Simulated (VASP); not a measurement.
# SiO2 (I4/mmm) in VASP: notebook

The runs below take SiO2 through single point, with PBE.

Everything below comes from runs of VASP 6.6.1. Logs are shortened: lines on timing, memory, paths and dates and some standing lists are left out, and cuts for length are marked.

## 1. The cell of the first run

The structure is tetragonal, space group I4/mmm (No. 139). The conventional cell has a = 8.944 Å, b = 8.944 Å, c = 5.224 Å, α = 90.00°, β = 90.00°, γ = 90.00°. Si (site symmetry m2m) has 4 O at 1.60 to 1.61 Å within 2.1 Å. O (site symmetry m2m) has 2 Si at 1.61 Å within 2.1 Å. O (site symmetry 2/m) has 2 Si at 1.60 Å within 2.1 Å.

## 2. Single point, PBE

The input, INCAR:

```
  PREC = Accurate
  ENCUT = 520
  EDIFF = 1E-6
  ISMEAR = -1
  SIGMA = 0.05
  LREAL = False
  LASPH = True
  NELM = 100
  ALGO = Normal
  ISIF = 2
  LWAVE = False
  LCHARG = False
  GGA = PE
  NBANDS = 44
```

The input, KPOINTS:

```
regular mesh
0
Gamma
  3 3 3
```

The input, POSCAR:

```
SiO2
1.0
   -4.4720405200      4.4720405200      2.6117703500
    4.4720405200     -4.4720405200      2.6117703500
    4.4720405200      4.4720405200     -2.6117703500
Si O
4 8
Direct
    0.8231114200      0.8231114200      0.6462228400
    0.1768885800      0.8231114200      0.0000000000
    0.8231114200      0.1768885800      0.0000000000
    0.1768885800      0.1768885800      0.3537771600
    0.0000000000      0.7914513400      0.7914513400
    0.2085486600      0.0000000000      0.2085486600
    0.7914513400      0.0000000000      0.7914513400
    0.0000000000      0.2085486600      0.2085486600
    0.0000000000      0.0000000000      0.5000000000
    0.5000000000      0.0000000000      0.0000000000
    0.0000000000      0.5000000000      0.0000000000
    0.5000000000      0.5000000000      0.5000000000
```

Potentials or basis: VASP PAW PBE potentials, release 64 (Si, O).

Launch:

```sh
> cat potpaw_PBE.64/Si/POTCAR potpaw_PBE.64/O/POTCAR > POTCAR
> mpirun -np 1 vasp_std > vasp.out
```

OUTCAR:

```text
PREC = Accurate
   ENCUT = 520
   EDIFF = 1E-6
   ISMEAR = -1
   LREAL = False
   LASPH = True
   NELM = 100
   ISIF = 2
   GGA = PE

 ion  position               nearest neighbor table
   1  0.823  0.823  0.646-   9 1.60  12 1.60   5 1.61   7 1.61
   2  0.177  0.823  0.000-  10 1.60  11 1.60   5 1.61   6 1.61
   3  0.823  0.177  0.000-  11 1.60  10 1.60   7 1.61   8 1.61
   4  0.177  0.177  0.354-  12 1.60   9 1.60   6 1.61   8 1.61
   5  0.000  0.791  0.791-   1 1.61   2 1.61
   6  0.209  0.000  0.209-   2 1.61   4 1.61
   7  0.791  0.000  0.791-   1 1.61   3 1.61
   8  0.000  0.209  0.209-   3 1.61   4 1.61
   9  0.000  0.000  0.500-   1 1.60   4 1.60
  10  0.500  0.000  0.000-   2 1.60   3 1.60
  11  0.000  0.500  0.000-   3 1.60   2 1.60
  12  0.500  0.500  0.500-   4 1.60   1 1.60

  LATTYP: Found a body centered tetragonal cell.
 ALAT       =     8.9440810400
 C/A-ratio  =     0.5840220674

  Lattice vectors:

 A1 = (  -4.4720405200,   4.4720405200,   2.6117703500)
 A2 = (   4.4720405200,  -4.4720405200,   2.6117703500)
 A3 = (   4.4720405200,   4.4720405200,  -2.6117703500)

Analysis of symmetry for initial positions (statically):
=====================================================================
 Subroutine PRICEL returns:
 Original cell was already a primitive cell.

 Routine SETGRP: Setting up the symmetry group for a
 body centered tetragonal supercell.

 Subroutine GETGRP returns: Found 16 space group operations
 (whereof 16 operations were pure point group operations)
 out of a pool of 16 trial point group operations.

The static configuration has the point symmetry D_4h.

Analysis of symmetry for dynamics (positions and initial velocities):
=====================================================================
 Subroutine PRICEL returns:
 Original cell was already a primitive cell.

 Routine SETGRP: Setting up the symmetry group for a
 body centered tetragonal supercell.

 Subroutine GETGRP returns: Found 16 space group operations
 (whereof 16 operations were pure point group operations)
 out of a pool of 16 trial point group operations.

The dynamic configuration has the point symmetry D_4h.

 Subroutine INISYM returns: Found 16 space group operations
 (whereof 16 operations are pure point group operations),
 and found     1 'primitive' translations

----------------------------------------------------------------------------------------

                                     Primitive cell

  volume of cell :     208.9327

  direct lattice vectors                    reciprocal lattice vectors
    -4.472040520  4.472040520  2.611770350     0.000000000  0.111805785  0.191441028
     4.472040520 -4.472040520  2.611770350     0.111805785  0.000000000  0.191441028
     4.472040520  4.472040520 -2.611770350     0.111805785  0.111805785  0.000000000

  length of vectors
     6.842487646  6.842487646  6.842487646     0.221698445  0.221698445  0.158117257

  position of ions in fractional coordinates (direct lattice)
     0.823111420  0.823111420  0.646222840
     0.176888580  0.823111420  0.000000000
     0.823111420  0.176888580  0.000000000
     0.176888580  0.176888580  0.353777160
     0.000000000  0.791451340  0.791451340
     0.208548660  0.000000000  0.208548660
     0.791451340  0.000000000  0.791451340
     0.000000000  0.208548660  0.208548660
     0.000000000  0.000000000  0.500000000
     0.500000000  0.000000000  0.000000000
     0.000000000  0.500000000  0.000000000
     0.500000000  0.500000000  0.500000000

  ion indices of the primitive-cell ions
   primitive index   ion index
                 1           1
                 2           2
                 3           3
                 4           4
                 5           5
                 6           6
                 7           7
                 8           8
                 9           9
                10          10
                11          11
                12          12

----------------------------------------------------------------------------------------

 KPOINTS: regular mesh

Automatic generation of k-mesh.
 Grid dimensions read from file:
 generate k-points for:    3    3    3

 Generating k-lattice:

  Cartesian coordinates                     Fractional coordinates (reciprocal lattice)
     0.000000000  0.037268595  0.063813676     0.333333333  0.000000000  0.000000000
     0.037268595  0.000000000  0.063813676     0.000000000  0.333333333  0.000000000
     0.037268595  0.037268595  0.000000000     0.000000000  0.000000000  0.333333333

  Length of vectors
     0.073899482  0.073899482  0.052705752

  Shift w.r.t. Gamma in fractional coordinates (k-lattice)
     0.000000000  0.000000000  0.000000000

 Subroutine IBZKPT returns following result:
 ===========================================

 Found      6 irreducible k-points:

 Following reciprocal coordinates:
            Coordinates               Weight
  0.000000  0.000000  0.000000      1.000000
  0.333333  0.000000 -0.000000      8.000000
  0.333333  0.333333 -0.000000      8.000000
 -0.333333  0.333333  0.000000      4.000000
 -0.333333  0.333333  0.333333      4.000000
 -0.333333 -0.333333  0.333333      2.000000
   k-points           NKPTS =      6   k-points in BZ     NKDIM =      6   number of bands    NBANDS=     44
   number of dos      NEDOS =    301   number of ions     NIONS =     12
   total plane-waves  NPLWV = 157464
   dimension x,y,z NGX =    54 NGY =   54 NGZ =   54
   dimension x,y,z NGXF=   108 NGYF=  108 NGZF=  108
   ions per type =               4   8
   NGX,Y,Z   is equivalent  to a cutoff of  13.12, 13.12, 13.12 a.u.
   NGXF,Y,Z  is equivalent  to a cutoff of  26.24, 26.24, 26.24 a.u.
 SYSTEM =  unknown system
   PREC   = accura    normal or accurate (medium, high low for compatibility)
   ISTART =      0    job   : 0-new  1-cont  2-samecut
   ICHARG =      2    charge: 1-file 2-atom 10-const
   ISPIN  =      1    spin polarized calculation?
   LNONCOLLINEAR =      F non collinear calculations
   LSORBIT =      F    spin-orbit coupling
   LASPH  =      T    aspherical Exc in radial PAW
   ENCUT  =  520.0 eV  38.22 Ry    6.18 a.u.  12.72 12.72 12.72*2*pi/ulx,y,z
   NELM   =    100;   NELMIN=  2; NELMDL= -5     # of ELM steps
   EDIFF  = 0.1E-05   stopping-criterion for ELM
   LREAL  =      F    real-space projection
   EDIFFG = 0.1E-04   stopping-criterion for IOM
   NSW    =      0    number of steps for IOM
   IBRION =     -1    ionic relax: 0-MD 1-quasi-New 2-CG
   NFREE  =      0    steps in history (QN), initial steepest desc. (CG)
   ISIF   =      2    stress and relaxation
   ISYM   =      2    0-nonsym 1-usesym 2-fastsym
   POTIM  = 0.5000    time-step for ionic-motion
   TEBEG  =    0.0;   TEEND  =   0.0 temperature during run
   PSTRESS=    0.0 pullay stress
   NELECT =      64.0000    total number of electrons
   NUPDOWN=      -1.0000    fix difference up-down
   EMIN   =  10.00;   EMAX   =-10.00  energy-range for DOS
   EFERMI =   0.00;   METHOD = LEGACY
   ISMEAR =    -1;   SIGMA  =   0.05  broadening in eV -4-tet -1-fermi 0-gaus
   EFERMI_NEDOS =   21; number of points for ismear=-14 and -15
   IALGO  =     38    algorithm
   IMIX   =      4    mixing-type and parameters
     AMIX     =   0.40;   BMIX     =  1.00
     AMIX_MAG =   1.60;   BMIX_MAG =  1.00
  volume/ion in A,a.u.               =      17.41       117.50
  Fermi-wavevector in a.u.,A,eV,Ry     =   1.103569  2.085442 16.570042  1.217864
  Thomas-Fermi vector in A             =   2.240029
   LORBIT       =      0    0 simple, 1 ext, 2 COOP (PROOUT), +10 PAW based schemes
   GGA     = PE    functional components
   LHFCALC =     F    Hartree Fock is set to
   AEXX    =    0.0000 exact exchange contribution
   IVDW    =     0    specifies the selected vdW correction
   LEPSILON=     F    determine dielectric tensor
   LRPA    =     F    only Hartree local field effects (RPA)
 non-spin polarized calculation
  energy-cutoff  :      520.00
  volume of cell :      208.93
 maximum number of plane-waves:      5637
 NGX is ok and might be reduce to    54
   NGX = 25   NGY = 25   NGZ = 25

 number of electron      64.0000008 magnetization

 Free energy of the ion-electron system (eV)
  ---------------------------------------------------
  ext. energy  EPLUGINS =         0.00000000
  ---------------------------------------------------
  free energy    TOTEN  =       -94.79461204 eV

  energy without entropy =      -94.79461204  energy(sigma->0) =      -94.79461204

 E-fermi :   0.1197     XC(G=0):  -7.3385

 val. band max:       -1.0657795907   @ k =  -0.3333   0.3333   0.3333
 cond. band min:       4.3901421217   @ k =   0.0000   0.0000   0.0000
 fundamental gap:      5.4559217124
 Fermi energy:         0.1197463709

 k-point     1 :       0.0000    0.0000    0.0000
  band No.  band energies     occupation
      1     -20.5465      2.00000
      2     -19.6819      2.00000
      3     -19.1391      2.00000
      4     -19.1391      2.00000
      5     -18.5436      2.00000
      6     -18.5074      2.00000
[... 36 lines left out ...]
     43      10.1639      0.00000
     44      10.1736      0.00000

 k-point     2 :       0.3333    0.0000   -0.0000
  band No.  band energies     occupation
      1     -20.2974      2.00000
      2     -19.6700      2.00000
      3     -19.4865      2.00000
      4     -19.1501      2.00000
      5     -18.5413      2.00000
      6     -18.5167      2.00000
[... 36 lines left out ...]
     43       9.6534      0.00000
     44       9.9756      0.00000

 k-point     3 :       0.3333    0.3333   -0.0000
  band No.  band energies     occupation
      1     -20.1637      2.00000
      2     -19.9043      2.00000
      3     -19.5290      2.00000
      4     -19.0059      2.00000
      5     -18.5349      2.00000
      6     -18.5113      2.00000
[... 36 lines left out ...]
     43       9.6276      0.00000
     44       9.9979      0.00000

 k-point     4 :      -0.3333    0.3333    0.0000
  band No.  band energies     occupation
      1     -20.4136      2.00000
      2     -19.9894      2.00000
      3     -19.1329      2.00000
      4     -18.9706      2.00000
      5     -18.5177      2.00000
      6     -18.5075      2.00000
[... 36 lines left out ...]
     43       9.4704      0.00000
     44       9.8722      0.00000

 k-point     5 :      -0.3333    0.3333    0.3333
  band No.  band energies     occupation
      1     -20.2896      2.00000
      2     -20.0496      2.00000
      3     -19.5149      2.00000
      4     -18.6261      2.00000
      5     -18.5159      2.00000
      6     -18.5140      2.00000
[... 36 lines left out ...]
     43       9.5467      0.00000
     44      10.3600      0.00000

 k-point     6 :      -0.3333   -0.3333    0.3333
  band No.  band energies     occupation
      1     -19.9360      2.00000
      2     -19.9030      2.00000
      3     -19.9030      2.00000
      4     -18.8462      2.00000
      5     -18.5397      2.00000
      6     -18.5083      2.00000
[... 36 lines left out ...]
     43       9.6808      0.00000
     44      10.0193      0.00000

------------------------ aborting loop because EDIFF is reached ----------------------------------------

  FORCE on cell =-STRESS in cart. coord.  units (eV):
  Direction    XX          YY          ZZ          XY          YZ          ZX
  --------------------------------------------------------------------------------------
  -------------------------------------------------------------------------------------
  Total        4.7519562      4.7519562      5.0104872      0.0000000     -0.0000000      0.0000000
  in kB       36.4398492     36.4398492     38.4223658      0.0000000     -0.0000000      0.0000000
  external PRESSURE =      37.1006881 kB  Pullay stress =       0.0000000 kB

 VOLUME and BASIS-vectors are now :
 -----------------------------------------------------------------------------
  energy-cutoff  :      520.00
  volume of cell :      208.93
      direct lattice vectors                 reciprocal lattice vectors
    -4.472040520  4.472040520  2.611770350     0.000000000  0.111805785  0.191441028
     4.472040520 -4.472040520  2.611770350     0.111805785  0.000000000  0.191441028
     4.472040520  4.472040520 -2.611770350     0.111805785  0.111805785  0.000000000

 POSITION                                       TOTAL-FORCE (eV/Angst)
 -----------------------------------------------------------------------------------
      2.88993      2.88993      2.61177         0.011391      0.011391     -0.000000
      2.88993     -2.88993      2.61177         0.011391     -0.011391      0.000000
     -2.88993      2.88993      2.61177        -0.011391      0.011391      0.000000
      1.58211      1.58211      0.00000        -0.011391     -0.011391      0.000000
      7.07880      0.00000      0.00000        -0.204353      0.000000      0.000000
      0.00000      1.86528      0.00000        -0.000000      0.204353     -0.000000
      0.00000      7.07880      0.00000         0.000000     -0.204353      0.000000
      1.86528      0.00000      0.00000         0.204353     -0.000000     -0.000000
      2.23602      2.23602     -1.30589        -0.000000      0.000000     -0.000000
     -2.23602      2.23602      1.30589        -0.000000      0.000000     -0.000000
      2.23602     -2.23602      1.30589        -0.000000      0.000000     -0.000000
      2.23602      2.23602      1.30589         0.000000      0.000000     -0.000000
 -----------------------------------------------------------------------------------
    total drift:                               -0.000000     -0.000000      0.000000

  FREE ENERGIE OF THE ION-ELECTRON SYSTEM (eV)
  ---------------------------------------------------
  free  energy   TOTEN  =       -94.7946120436 eV

  energy  without entropy=      -94.7946120435  energy(sigma->0) =      -94.79461204
```

It took 43 s on 1 thread of Intel Xeon 6975P-C (Granite Rapids), shared host; peak memory 0.38 GiB.

Results:

- Free energy: -94.7946 eV
- Pressure: 3.7 GPa
- Largest force: 0.204 eV/Å
- Band gap on the k mesh: 5.46 eV, indirect (the least direct gap lies 3.4 meV higher)

Forces in eV/Å, atoms in the order of the input:
```
Si   0.011  0.011  0.000
Si   0.011 -0.011  0.000
Si  -0.011  0.011  0.000
Si  -0.011 -0.011  0.000
O   -0.204  0.000  0.000
O    0.000  0.204  0.000
O    0.000 -0.204  0.000
O    0.204  0.000  0.000
O    0.000  0.000  0.000
O    0.000  0.000  0.000
O    0.000  0.000  0.000
O    0.000  0.000  0.000
```

Stress tensor (GPa, compression positive):
```
3.64 0.00 0.00
0.00 3.64 0.00
0.00 0.00 3.84
```

Levels at points of the mesh, in eV from the valence-band top:
| k point | band 29 | band 30 | band 31 | band 32 | band 33 | band 34 | band 35 | band 36 |
| --- | --- | --- | --- | --- | --- | --- | --- | --- |
| (0.00, 0.00, 0.00) | -0.82 | -0.66 | -0.01 | 0.00 | 5.46 | 8.36 | 8.61 | 8.90 |

Caveat: the k points lie up to 0.46 Å⁻¹ apart.

(Continued in part 2 of 2.)
